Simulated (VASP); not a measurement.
Here is a VASP 6.6.1 calculation.

The input INCAR:

```
SYSTEM = Yb
PREC     = Accurate       ! precision mode
ENCUT    = 520            ! plane-wave cutoff, eV
EDIFF    = 1E-6           ! SCF threshold, eV
ISMEAR   = 0              ! smearing method
SIGMA    = 0.1            ! smearing width, eV
LREAL    = .FALSE.        ! projectors in reciprocal space
LASPH    = .TRUE.         ! aspherical terms in the spheres
NELM     = 150            ! most SCF steps
ALGO     = Normal         ! electronic algorithm
ISIF     = 2              ! what is computed and relaxed
LWAVE    = .FALSE.        ! write WAVECAR
LCHARG   = .TRUE.         ! write CHGCAR
ISPIN    = 2              ! spin polarisation
MAGMOM   = 1              ! initial moments
LORBIT   = 11             ! projections on sites
LMAXMIX  = 6              ! l up to which the mixer works
GGA      = RP             ! functional
LELF     = .TRUE.         ! ELF
LVHAR    = .TRUE.       
NBANDS   = 22             ! bands
```

Contents of KPOINTS:

```
Automatic mesh
0
G
  9 9 9
  0 0 0
```

File POSCAR:

```
Yb
1.0
   -2.1514830000      2.1514830000      2.1514830000
    2.1514830000     -2.1514830000      2.1514830000
    2.1514830000      2.1514830000     -2.1514830000
Yb
1
Direct
    0.0000000000      0.0000000000      0.0000000000
```

Potentials or basis: VASP PAW PBE potentials, release 64 (Yb).

Command:

```bash
$ cat potpaw_PBE.64/Yb/POTCAR > POTCAR
$ mpirun -np 1 vasp_std > vasp.out
```

(1) Predict the band gap on the k mesh.

(2) What does it give for the pressure?

(3) Estimate the net moment.

Answers

(1) zero (filled and empty bands overlap).

(2) -0.3 GPa.

(3) 0.00 μB per cell.

Caveat: the PAW data sets were made with another functional, which shifts forces and pressure a little; spin-orbit coupling is left out, which moves the levels of the heavy elements.
